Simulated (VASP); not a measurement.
A run of VASP 6.6.1:

File INCAR:

```
SYSTEM = BN
  PREC = Accurate
  ENCUT = 600
  EDIFF = 1E-6
  ISMEAR = 0
  SIGMA = 0.1
  LREAL = .FALSE.
  LASPH = .TRUE.
  NELM = 120
  ALGO = Normal
  ISIF = 2
  LWAVE = .FALSE.
  LCHARG = .FALSE.
  GGA = PE
  IVDW = 12
  NBANDS = 11
  GGA_COMPAT = .FALSE.
```

File KPOINTS:

```
regular mesh
0
G
  8 8 8
  0 0 0
```

POSCAR

```
BN
1.0
    0.0000000000      1.8130010000      1.8130010000
    1.8130010000      0.0000000000      1.8130010000
    1.8130010000      1.8130010000      0.0000000000
B N
1 1
Direct
    0.0000000000      0.0000000000      0.0000000000
    0.2500000000      0.2500000000      0.2500000000
```

Potentials or basis: VASP PAW PBE potentials, release 64 (B, N).

Launch:

```sh
$ cat potpaw_PBE.64/B/POTCAR potpaw_PBE.64/N/POTCAR > POTCAR
$ mpirun -np 1 vasp_std > vasp.out
```

Hardware: 1 thread of Intel Xeon 8259CL (shared host).

Task: Estimate the wall time of this run.

Result: Run time: 7.8 s on 1 thread of Intel Xeon 8259CL, on a shared host, peak memory 0.13 GiB. Counts: scf iterations 12, k points 29.
